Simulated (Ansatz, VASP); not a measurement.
## One calculation of SiC, two programs

```xyz
2
Lattice="0.0000 2.1899 2.1899 2.1899 0.0000 2.1899 2.1899 2.1899 0.0000" Properties=species:S:1:pos:R:3 pbc="T T T"
Si    3.2848    3.2848    3.2848
C     0.0000    0.0000    0.0000
```

Alike in both runs: task single point; functional LDA; k mesh 11 × 11 × 11; occupations fermi-dirac, width 0.01 eV; no spin polarisation.

|  | VASP | Ansatz |
| --- | --- | --- |
| version | VASP 6.6.1 | Ansatz 0.2.0 |
| potentials or method | VASP PAW LDA potentials, release 64 (Si, C), cutoff 600 eV | plane-wave PAW DFT |
| valence electrons in the cell | 8 | 8 |

Ansatz gave:

```
gap on the k mesh at the Fermi level (eV) : 1.42
```

Task: Which values does VASP return?

Result: gap on the k mesh at the Fermi level (eV): 1.41.

LDA's correlation is that of Perdew and Zunger in VASP and of Perdew and Wang (1992) in Ansatz.
